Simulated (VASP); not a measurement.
Ba: relaxation of cell and atoms with PBE

Crystal: Ba.

```
CELL_PARAMETERS angstrom
-2.51250 2.51250 2.51250
2.51250 -2.51250 2.51250
2.51250 2.51250 -2.51250
ATOMIC_POSITIONS crystal
Ba 0.00000 0.00000 0.00000
```

```json
{
  "Program": "VASP 6.6.1",
  "Task": "relaxation of cell and atoms",
  "Functional": "PBE",
  "Potentials or basis": "VASP PAW PBE potentials, release 64 (Ba_sv)",
  "Cutoff": "600 eV",
  "k mesh": "12 × 12 × 12",
  "Occupations": "fermi-dirac, width 0.1 eV",
  "Spin": "no spin polarisation",
  "Dipole correction": "no",
  "Further INCAR settings": "ALGO = Normal; EDIFF = 1e-06; IBRION = 2; EDIFFG = -0.005; NSW = 60; ISIF = 3"
}
```

- Relaxed volume: 63.59 Å³/atom
- Relaxed cell: a = 4.355 Å, b = 4.355 Å, c = 4.355 Å, α = 109.47°, β = 109.47°, γ = 109.47°
- Space group after relaxing (to 0.1 Å): Im-3m (No. 229)
- Energy gained by relaxing: 0.0 meV/atom
- Ionic steps: 2
- Pressure after relaxing: 0.0 GPa
- Band gap on the k mesh: zero (bands 5 and 6 overlap by 1.04 eV)

Final structure:
```xyz
1
Lattice="-2.5145 2.5145 2.5145 2.5145 -2.5145 2.5145 2.5145 2.5145 -2.5145" Properties=species:S:1:pos:R:3 pbc="T T T"
Ba    0.0000    0.0000    0.0000
```

Levels at points of the mesh, in eV from the Fermi level:
```csv
k point,band 3,band 4,band 5,band 6,band 7,band 8
"(0.00, 0.00, 0.00)",-13.87,-13.87,-2.76,1.81,1.81,1.81
"(0.50, 0.00, 0.00)",-14.01,-13.87,-0.90,0.68,1.21,3.16
"(0.50, 0.50, 0.50)",-14.18,-14.18,-0.55,-0.55,4.30,4.30
```

Run time: 47 s on 1 thread of Oxide Virtual Turin-like Processor (shared host), peak memory 0.19 GiB.

Caveat: spin-orbit coupling is left out, which moves the levels of the heavy elements.
